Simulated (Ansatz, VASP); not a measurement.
## Te in VASP and in Ansatz

```
CELL_PARAMETERS angstrom
4.38683 0.00000 0.00000
-2.19341 3.79911 0.00000
0.00000 0.00000 5.83498
ATOMIC_POSITIONS crystal
Te 0.73100 0.73100 0.50000
Te 0.00000 0.26900 0.83333
Te 0.26900 0.00000 0.16667
```

Alike in both runs: task single point; functional PBE; k mesh 7 × 7 × 5; occupations fermi-dirac, width 0.05 eV; no spin polarisation.

|  | VASP | Ansatz |
| --- | --- | --- |
| version | VASP 6.6.1 | Ansatz 0.2.0 |
| potentials or method | VASP PAW PBE potentials, release 64 (Te) | Ansatz PAW |
| plane-wave cutoff (eV) | 520 | 420 |
| valence electrons in the cell | 18 | 48 |

|  | VASP | Ansatz | Ansatz less VASP |
| --- | --- | --- | --- |
| gap on the k mesh at the Fermi level (eV) | 0.61 | 0.62 | +0.004 |
| least direct gap on the mesh (eV) | 0.81 | 0.83 | +0.013 |
| pressure (GPa) | 4.1 | 4.0 | -0.02 |
| traceless stress, the component that is largest in VASP (GPa) | 1.03 | 1.01 | -0.028 |
| rms of the force components (eV/Å) | 0.242 | 0.233 | -0.0094 |

Atom by atom the forces differ by 0.009 eV/Å (rms over components). With one functional, cell and mesh, what is left measures potentials, basis and numerics. VASP's potentials hold 18 valence electrons a cell and Ansatz's 48, so a difference there can come from the potentials and not from the codes.

Spin-orbit coupling is off throughout. Noted on Ansatz's run: odd divisions of the mesh miss points on the zone boundary, where band edges often lie, so the gap on the mesh can be too wide.
